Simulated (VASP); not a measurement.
# Si in VASP: notebook, part 2 of 4

VASP 6.6.1. Earlier steps stand in the parts before.

## Step 3: Electric field gradients, PBE (13.87 Å³/atom)

This run uses another cell than the first one, of 13.87 Å³/atom.

The input, INCAR:

```
SYSTEM = Si
ALGO = Normal
EDIFF = 1E-8
ENCUT = 520
GGA = PE
ISIF = 2
ISMEAR = -1
LASPH = .True.
LCHARG = .False.
LEFG = .True.
LREAL = .False.
LWAVE = .False.
NBANDS = 11
NELM = 100
PREC = Accurate
SIGMA = 0.05
```

The input, KPOINTS:

```
k-points
0
Gamma
  16 16 16
  0 0 0
```

The input, POSCAR:

```
Si
1.0
   -2.2659077192      2.3841858876      1.2834439547
    2.2659077192     -2.3841858876      1.2834439547
    2.2659077192      2.3841858876     -1.2834439547
Si
2
Direct
    0.8070000000      0.5570000000      0.2500000000
    0.1930000000      0.4430000000      0.7500000000
```

Potentials or basis: VASP PAW PBE potentials, release 64 (Si).

The run is started by

```console
> cat potpaw_PBE.64/Si/POTCAR > POTCAR
> mpirun -np 1 vasp_std > vasp.out
```

OUTCAR:

```text
SYSTEM = Si
   EDIFF = 1E-8
   ENCUT = 520
   GGA = PE
   ISIF = 2
   ISMEAR = -1
   LASPH = .True.
   LREAL = .False.
   NELM = 100
   PREC = Accurate

 ion  position               nearest neighbor table
   1  0.807  0.557  0.250-   2 2.40   2 2.40   2 2.47   2 2.47   2 2.76   2 2.76
   2  0.193  0.443  0.750-   1 2.40   1 2.40   1 2.47   1 2.47   1 2.76   1 2.76

  LATTYP: Found a body centered orthorhombic cell.
 ALAT       =     2.5668879094
 B/A-ratio  =     1.7654901960
 C/A-ratio  =     1.8576470588

  Lattice vectors:

 A1 = (   2.2659077192,  -2.3841858876,   1.2834439547)
 A2 = (  -2.2659077192,  -2.3841858876,  -1.2834439547)
 A3 = (   2.2659077192,   2.3841858876,  -1.2834439547)

Analysis of symmetry for initial positions (statically):
=====================================================================
 Subroutine PRICEL returns:
 Original cell was already a primitive cell.

 Routine SETGRP: Setting up the symmetry group for a
 body centered orthorhombic supercell.

 Subroutine GETGRP returns: Found  8 space group operations
 (whereof  4 operations were pure point group operations)
 out of a pool of  8 trial point group operations.

The static configuration has the point symmetry C_2h.
 The point group associated with its full space group is D_2h.

Analysis of symmetry for dynamics (positions and initial velocities):
=====================================================================
 Subroutine PRICEL returns:
 Original cell was already a primitive cell.

 Routine SETGRP: Setting up the symmetry group for a
 body centered orthorhombic supercell.

 Subroutine GETGRP returns: Found  8 space group operations
[... 169 lines left out ...]
      9      20.8385      0.00000
     10      20.9786      0.00000
     11      22.3657      0.00000
[... 309 lines left out ...]
 k-point    24 :      -0.1250    0.0625   -0.0000
  band No.  band energies     occupation
      1      -3.9929      2.00000
      2       6.3611      2.00000
      3       7.7040      2.00000
      4       9.8793      1.99995
      5      12.5334      0.00000
      6      16.3199      0.00000
      7      18.4976      0.00000
      8      19.6957      0.00000
      9      20.2566      0.00000
     10      21.3440      0.00000
     11      22.7871      0.00000

 [... further k-points ...]
[... 5 lines left out ...]
  --------------------------------------------------------------------------------------
  -------------------------------------------------------------------------------------
  Total        2.0033479      2.3729554      2.0407042      0.0000000     -0.0000000      0.0000000
  in kB      115.7304752    137.0821543    117.8884917      0.0000000     -0.0000000      0.0000000
  external PRESSURE =     123.5670404 kB  Pullay stress =       0.0000000 kB

 VOLUME and BASIS-vectors are now :
 -----------------------------------------------------------------------------
  energy-cutoff  :      520.00
  volume of cell :       27.73
      direct lattice vectors                 reciprocal lattice vectors
    -2.265907719  2.384185888  1.283443955     0.000000000  0.209715192  0.389576809
     2.265907719 -2.384185888  1.283443955     0.220662120  0.000000000  0.389576809
     2.265907719  2.384185888 -1.283443955     0.220662120  0.209715192  0.000000000

 POSITION                                       TOTAL-FORCE (eV/Angst)
 -----------------------------------------------------------------------------------
      0.00000      1.19209      1.42976        -0.000000      0.000000      0.017305
      2.26591      1.19209     -0.14631         0.000000     -0.000000     -0.017305
 -----------------------------------------------------------------------------------
    total drift:                                0.000000     -0.000000     -0.000000

  FREE ENERGIE OF THE ION-ELECTRON SYSTEM (eV)
  ---------------------------------------------------
  free  energy   TOTEN  =       -10.1551439075 eV

  energy  without entropy=      -10.1490519515  energy(sigma->0) =      -10.15209793

 Electric field gradients (V/A^2)
---------------------------------------------------------------------
 ion       V_xx      V_yy      V_zz      V_xy      V_xz      V_yz
---------------------------------------------------------------------
   1       9.645   -25.785    16.140    -0.000    -0.000    -0.000
   2       9.645   -25.785    16.140    -0.000    -0.000    -0.000
---------------------------------------------------------------------

 Electric field gradients after diagonalization (V/A^2)
 (convention: |V_zz| > |V_xx| > |V_yy|)
----------------------------------------------------------------------
 ion       V_xx      V_yy      V_zz     asymmetry (V_yy - V_xx)/ V_zz
----------------------------------------------------------------------
   1      16.140     9.645   -25.785       0.252
   2      16.140     9.645   -25.785       0.252
----------------------------------------------------------------------

           NMR quadrupolar parameters

 Cq : quadrupolar parameter    Cq=e*Q*V_zz/h
 eta: asymmetry parameters     (V_yy - V_xx)/ V_zz
 Q  : nuclear electric quadrupole moment in mb (millibarn)
----------------------------------------------------------------------
 ion       Cq(MHz)       eta       Q (mb)
----------------------------------------------------------------------
   1      -0.062       0.252       1.000
   2      -0.062       0.252       1.000
----------------------------------------------------------------------
```

Wall time 1.7 min (1 thread of Intel Xeon Platinum 8488C (Sapphire Rapids), shared host); peak memory 0.27 GiB.

What came out:

```yaml
Free_energy: -10.1551 eV
Pressure: 12.4 GPa
Largest_force: 0.017 eV/Å
Band_gap_on_the_k_mesh: zero (bands 4 and 5 overlap by 7.30 eV)
Largest_electric_field_gradient_by_atom: Si -25.8 V/Å²
```

Forces in eV/Å, atoms in the order of the input:
```
Si   0.000  0.000  0.017
Si   0.000  0.000 -0.017
```

Stress tensor (GPa, compression positive):
```
11.57  0.00  0.00
 0.00 13.71  0.00
 0.00  0.00 11.79
```

Electric field gradients, principal values (V/Å²):
```tsv
atom	least	middle	greatest (by size)
1 Si	9.645	16.140	-25.785
2 Si	9.645	16.140	-25.785
```

Caveat: the cell stands under pressure; without QUAD_EFG the Cq values of the log hold for a quadrupole moment of 1 mb, not for the nuclei.

## Step 4: Electric field gradients, PBE (13.87 Å³/atom)

This run uses another cell than the first one, of 13.87 Å³/atom.

The input, INCAR:

```
  PREC = Accurate
  ENCUT = 520
  EDIFF = 1E-8
  ISMEAR = -1
  SIGMA = 0.05
  LREAL = F
  LASPH = T
  NELM = 100
  ALGO = Normal
  ISIF = 2
  LWAVE = F
  LCHARG = F
  GGA = PE
  LEFG = T
  NBANDS = 11
```

The input, KPOINTS:

```
regular mesh
0
Gamma
  16 16 16
```

POSCAR is that of step 3.

Potentials or basis: VASP PAW PBE potentials, release 64 (Si).

The run is started by

```console
> cat potpaw_PBE.64/Si/POTCAR > POTCAR
> mpirun -np 1 vasp_std > vasp.out
```

OUTCAR:

```text
PREC = Accurate
   ENCUT = 520
   EDIFF = 1E-8
   ISMEAR = -1
   LREAL = F
   LASPH = T
   NELM = 100
   ISIF = 2
   GGA = PE

 ion  position               nearest neighbor table
   1  0.807  0.557  0.250-   2 2.40   2 2.40   2 2.47   2 2.47   2 2.76   2 2.76
   2  0.193  0.443  0.750-   1 2.40   1 2.40   1 2.47   1 2.47   1 2.76   1 2.76

  LATTYP: Found a body centered orthorhombic cell.
 ALAT       =     2.5668879094
 B/A-ratio  =     1.7654901960
 C/A-ratio  =     1.8576470588

  Lattice vectors:

[... 552 lines left out ...]
  ---------------------------------------------------
  free  energy   TOTEN  =       -10.1551439075 eV

  energy  without entropy=      -10.1490519515  energy(sigma->0) =      -10.15209793

 Electric field gradients (V/A^2)
---------------------------------------------------------------------
 ion       V_xx      V_yy      V_zz      V_xy      V_xz      V_yz
---------------------------------------------------------------------
   1       9.645   -25.785    16.140    -0.000    -0.000    -0.000
   2       9.645   -25.785    16.140    -0.000    -0.000    -0.000
---------------------------------------------------------------------

 Electric field gradients after diagonalization (V/A^2)
 (convention: |V_zz| > |V_xx| > |V_yy|)
----------------------------------------------------------------------
 ion       V_xx      V_yy      V_zz     asymmetry (V_yy - V_xx)/ V_zz
----------------------------------------------------------------------
   1      16.140     9.645   -25.785       0.252
   2      16.140     9.645   -25.785       0.252
----------------------------------------------------------------------

           NMR quadrupolar parameters

 Cq : quadrupolar parameter    Cq=e*Q*V_zz/h
 eta: asymmetry parameters     (V_yy - V_xx)/ V_zz
 Q  : nuclear electric quadrupole moment in mb (millibarn)
----------------------------------------------------------------------
 ion       Cq(MHz)       eta       Q (mb)
----------------------------------------------------------------------
   1      -0.062       0.252       1.000
   2      -0.062       0.252       1.000
----------------------------------------------------------------------
```

OSZICAR:

```text
N       E                     dE             d eps       ncg     rms          rms(c)
DAV:   1     0.586148489497E+01    0.58615E+01   -0.35189E+03 13662   0.616E+02
DAV:   2    -0.976395396997E+01   -0.15625E+02   -0.15044E+02 17891   0.862E+01
DAV:   3    -0.101736830394E+02   -0.40973E+00   -0.40564E+00 17704   0.113E+01
DAV:   4    -0.101752392391E+02   -0.15562E-02   -0.15560E-02 16542   0.859E-01
DAV:   5    -0.101752452036E+02   -0.59645E-05   -0.59649E-05 17237   0.482E-02    0.474E+00
DAV:   6    -0.101629425897E+02    0.12303E-01   -0.38558E-03 16132   0.331E-01    0.275E+00
DAV:   7    -0.101551717230E+02    0.77709E-02   -0.87993E-03 15557   0.530E-01    0.220E-01
DAV:   8    -0.101551580590E+02    0.13664E-04   -0.64317E-04 16226   0.149E-01    0.772E-02
DAV:   9    -0.101551442878E+02    0.13771E-04   -0.30629E-05 17030   0.320E-02    0.259E-02
DAV:  10    -0.101551439362E+02    0.35165E-06   -0.25553E-06 17009   0.102E-02    0.274E-03
DAV:  11    -0.101551439526E+02   -0.16372E-07   -0.69256E-08 16408   0.167E-03    0.786E-04
DAV:  12    -0.101551438983E+02    0.54303E-07   -0.20394E-09  9951   0.355E-04    0.691E-04
DAV:  13    -0.101551439089E+02   -0.10660E-07   -0.80558E-10  9150   0.143E-04    0.432E-05
DAV:  14    -0.101551439075E+02    0.13691E-08   -0.63049E-11  8793   0.564E-05
   1 F= -.10155144E+02 E0= -.10152098E+02  d E =-.609196E-02
```

It took 1.7 min on 1 thread of Intel Xeon Platinum 8488C (Sapphire Rapids), shared host; peak memory 0.27 GiB.

Results:

- Free energy: -10.1551 eV
- Pressure: 12.4 GPa
- Largest force: 0.017 eV/Å
- Band gap on the k mesh: zero (bands 4 and 5 overlap by 7.30 eV)
- Largest electric field gradient by atom: Si -25.8 V/Å²

Forces on the atoms (eV/Å):
```
Si   0.000  0.000  0.017
Si   0.000  0.000 -0.017
```

Electric field gradients, principal values (V/Å²):
```csv
atom,least,middle,greatest (by size)
1 Si,9.645,16.140,-25.785
2 Si,9.645,16.140,-25.785
```

Caveat: the cell stands under pressure; without QUAD_EFG the Cq values of the log hold for a quadrupole moment of 1 mb, not for the nuclei.

## Step 5: Electric field gradients, PBE (14.41 Å³/atom)

This run uses another cell than the first one, of 14.41 Å³/atom.

The input, INCAR:

```
SYSTEM = Si
PREC = Accurate ; ENCUT = 520
EDIFF = 1E-8 ; ISMEAR = -1
SIGMA = 0.05 ; LREAL = .FALSE.
LASPH = .TRUE. ; NELM = 60
ALGO = Normal ; ISIF = 2
LWAVE = .FALSE. ; LCHARG = .FALSE.
GGA = PE ; LEFG = .TRUE.
NBANDS = 11
```

The input, KPOINTS:

```
regular mesh
0
G
  16 16 16
  0 0 0
```

The input, POSCAR:

```
Si
1.0
   -2.2951484633      2.4149529699      1.3000063486
    2.2951484633     -2.4149529699      1.3000063486
    2.2951484633      2.4149529699     -1.3000063486
Si
2
Direct
    0.8070000000      0.5570000000      0.2500000000
    0.1930000000      0.4430000000      0.7500000000
```

Potentials or basis: VASP PAW PBE potentials, release 64 (Si).

The run is started by

```console
> cat potpaw_PBE.64/Si/POTCAR > POTCAR
> mpirun -np 1 vasp_std > vasp.out
```

OUTCAR:

```text
SYSTEM = Si
   PREC = Accurate
   ENCUT = 520
   EDIFF = 1E-8
   ISMEAR = -1
   LREAL = .FALSE.
   LASPH = .TRUE.
   NELM = 60
   ISIF = 2
   GGA = PE

 ion  position               nearest neighbor table
   1  0.807  0.557  0.250-   2 2.43   2 2.43   2 2.50   2 2.50   2 2.80   2 2.80
   2  0.193  0.443  0.750-   1 2.43   1 2.43   1 2.50   1 2.50   1 2.80   1 2.80

  LATTYP: Found a body centered orthorhombic cell.
 ALAT       =     2.6000126972
 B/A-ratio  =     1.7654901961
 C/A-ratio  =     1.8576470588

  Lattice vectors:

 A1 = (   2.2951484633,  -2.4149529699,   1.3000063486)
 A2 = (  -2.2951484633,  -2.4149529699,  -1.3000063486)
 A3 = (   2.2951484633,   2.4149529699,  -1.3000063486)

Analysis of symmetry for initial positions (statically):
=====================================================================
 Subroutine PRICEL returns:
 Original cell was already a primitive cell.

 Routine SETGRP: Setting up the symmetry group for a
 body centered orthorhombic supercell.

 Subroutine GETGRP returns: Found  8 space group operations
 (whereof  4 operations were pure point group operations)
 out of a pool of  8 trial point group operations.

The static configuration has the point symmetry C_2h.
 The point group associated with its full space group is D_2h.

Analysis of symmetry for dynamics (positions and initial velocities):
=====================================================================
 Subroutine PRICEL returns:
 Original cell was already a primitive cell.

 Routine SETGRP: Setting up the symmetry group for a
 body centered orthorhombic supercell.

 Subroutine GETGRP returns: Found  8 space group operations
[... 168 lines left out ...]
      9      19.9261      0.00000
     10      20.0524      0.00000
     11      21.6653      0.00000
[... 309 lines left out ...]
 k-point    24 :      -0.1250    0.0625    0.0000
  band No.  band energies     occupation
      1      -4.1600      2.00000
      2       5.9159      2.00000
      3       7.2599      2.00000
      4       9.2928      1.99999
      5      12.1351      0.00000
      6      15.7085      0.00000
      7      17.7126      0.00000
      8      18.8596      0.00000
      9      19.4127      0.00000
     10      20.6219      0.00000
     11      22.0432      0.00000

 [... further k-points ...]
[... 5 lines left out ...]
  --------------------------------------------------------------------------------------
  -------------------------------------------------------------------------------------
  Total        1.0915642      1.3439464      1.1520817      0.0000000      0.0000000      0.0000000
  in kB       60.6785160     74.7080856     64.0425985      0.0000000      0.0000000      0.0000000
  external PRESSURE =      66.4764000 kB  Pullay stress =       0.0000000 kB

 VOLUME and BASIS-vectors are now :
 -----------------------------------------------------------------------------
  energy-cutoff  :      520.00
  volume of cell :       28.82
      direct lattice vectors                 reciprocal lattice vectors
    -2.295148463  2.414952970  1.300006349     0.000000000  0.207043369  0.384613506
     2.295148463 -2.414952970  1.300006349     0.217850831  0.000000000  0.384613506
     2.295148463  2.414952970 -1.300006349     0.217850831  0.207043369  0.000000000

 POSITION                                       TOTAL-FORCE (eV/Angst)
 -----------------------------------------------------------------------------------
      0.00000      1.20748      1.44821        -0.000000      0.000000      0.048393
      2.29515      1.20748     -0.14820         0.000000     -0.000000     -0.048393
 -----------------------------------------------------------------------------------
    total drift:                                0.000000     -0.000000     -0.000000

  FREE ENERGIE OF THE ION-ELECTRON SYSTEM (eV)
  ---------------------------------------------------
  free  energy   TOTEN  =       -10.2191018701 eV

  energy  without entropy=      -10.2129572522  energy(sigma->0) =      -10.21602956

 Electric field gradients (V/A^2)
---------------------------------------------------------------------
 ion       V_xx      V_yy      V_zz      V_xy      V_xz      V_yz
---------------------------------------------------------------------
   1       9.154   -24.802    15.648    -0.000    -0.000    -0.000
   2       9.154   -24.802    15.648    -0.000    -0.000    -0.000
---------------------------------------------------------------------

 Electric field gradients after diagonalization (V/A^2)
 (convention: |V_zz| > |V_xx| > |V_yy|)
----------------------------------------------------------------------
 ion       V_xx      V_yy      V_zz     asymmetry (V_yy - V_xx)/ V_zz
----------------------------------------------------------------------
   1      15.648     9.154   -24.802       0.262
   2      15.648     9.154   -24.802       0.262
----------------------------------------------------------------------

           NMR quadrupolar parameters

 Cq : quadrupolar parameter    Cq=e*Q*V_zz/h
 eta: asymmetry parameters     (V_yy - V_xx)/ V_zz
 Q  : nuclear electric quadrupole moment in mb (millibarn)
----------------------------------------------------------------------
 ion       Cq(MHz)       eta       Q (mb)
----------------------------------------------------------------------
   1      -0.060       0.262       1.000
   2      -0.060       0.262       1.000
----------------------------------------------------------------------
```

Wall time 87 s (1 thread of Intel Xeon Platinum 8488C (Sapphire Rapids), shared host); peak memory 0.27 GiB.

What came out:

```
Free energy                             : -10.2191 eV
Pressure                                : 6.6 GPa
Largest force                           : 0.048 eV/Å
Band gap on the k mesh                  : zero (bands 4 and 5 overlap by 7.05 eV)
Largest electric field gradient by atom : Si -24.8 V/Å²
```

Forces in eV/Å, atoms in the order of the input:
```
Si   0.000  0.000  0.048
Si   0.000  0.000 -0.048
```

Electric field gradients, principal values (V/Å²):
| atom | least | middle | greatest (by size) |
| --- | --- | --- | --- |
| 1 Si | 9.154 | 15.648 | -24.802 |
| 2 Si | 9.154 | 15.648 | -24.802 |

Caveat: the cell stands under pressure; without QUAD_EFG the Cq values of the log hold for a quadrupole moment of 1 mb, not for the nuclei.

[end of part 2 of 4]
